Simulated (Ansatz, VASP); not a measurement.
**La2O3 in VASP and in Ansatz**

The input INCAR:

```
SYSTEM = La2O3
ALGO = Normal
EDIFF = 1E-6
ENCUT = 520
GGA = PE
ISIF = 2
ISMEAR = -1
LASPH = .True.
LCHARG = .False.
LREAL = .False.
LWAVE = .False.
NBANDS = 28
NELM = 100
PREC = Accurate
SIGMA = 0.02
```

File KPOINTS:

```
k-points
0
Gamma
  12 12 4
  0 0 0
```

File POSCAR:

```
La2O3
1.0
    3.9351015413      0.0000000000      0.0000000000
   -1.9675507707      3.4078979012      0.0000000000
    0.0000000000      0.0000000000      6.1262271595
La O
2 3
Direct
    0.6666666667      0.3333333333      0.7538431652
    0.3333333333      0.6666666667      0.2461568348
    0.6666666667      0.3333333333      0.3538862902
    0.3333333333      0.6666666667      0.6461137098
    0.0000000000      0.0000000000      0.0000000000
```

Input for Ansatz:

```yaml
crystal:
  lattice:
    - [3.9351015413, 0.0, 0.0]
    - [-1.9675507707, 3.4078979012, 0.0]
    - [0.0, 0.0, 6.1262271595]
  atoms:
    - { symbol: La, position: [0.6666666667, 0.3333333333, 0.7538431652] }
    - { symbol: La, position: [0.3333333333, 0.6666666667, 0.2461568348] }
    - { symbol: O, position: [0.6666666667, 0.3333333333, 0.3538862902] }
    - { symbol: O, position: [0.3333333333, 0.6666666667, 0.6461137098] }
    - { symbol: O, position: [0.0, 0.0, 0.0] }
kpoints:
  mp_grid: { grid: [12, 12, 4] }
  band_path:
    path:
      - [[0.0, 0.0, 0.0], [0.5, 2.159620781958e-17, -7.517624929837e-19], [0.3333333333333, 0.3333333333333, -7.517624929868e-19], [0.0, 0.0, 0.0], [-6.156069302519e-36, 8.005106652017e-36, 0.5], [0.5, 2.159620781958e-17, 0.5], [0.3333333333333, 0.3333333333333, 0.5], [-6.156069302519e-36, 8.005106652017e-36, 0.5]]
      - [[0.5, 2.159620781958e-17, 0.5], [0.5, 2.159620781958e-17, -7.517624929837e-19]]
      - [[0.3333333333333, 0.3333333333333, 0.5], [0.3333333333333, 0.3333333333333, -7.517624929868e-19]]
    npoints: 10
hamiltonian:
  xc: pbe
scf:
  occupations: { method: fermi_dirac, width: 0.02 }
  n_extra_bands: 5
output:
  forces: true
  stress: true
  eigenvalues: true
```

Alike in both runs: task single point; functional PBE; k mesh 12 × 12 × 4; occupations fermi-dirac, width 0.02 eV; no spin polarisation.

|  | VASP | Ansatz |
| --- | --- | --- |
| version | VASP 6.6.1 | Ansatz 0.2.0 |
| potentials or method | VASP PAW PBE potentials, release 64 (La, O) | plane waves, PAW |
| plane-wave cutoff (eV) | 520 | 420 |
| valence electrons in the cell | 40 | 40 |

|  | VASP | Ansatz | Ansatz less VASP |
| --- | --- | --- | --- |
| gap on the k mesh at the Fermi level (eV) | 3.86 | 3.84 | -0.018 |
| pressure (GPa) | 1.0 | 1.3 | +0.29 |
| traceless stress, the component that is largest in VASP (GPa) | 0.22 | 0.18 | -0.041 |
| rms of the force components (eV/Å) | 0.014 | 0.009 | -0.0048 |

Atom by atom the forces differ by 0.005 eV/Å (rms over components). With one functional, cell and mesh, what is left measures potentials, basis and numerics.

Neither program's run includes spin-orbit coupling.
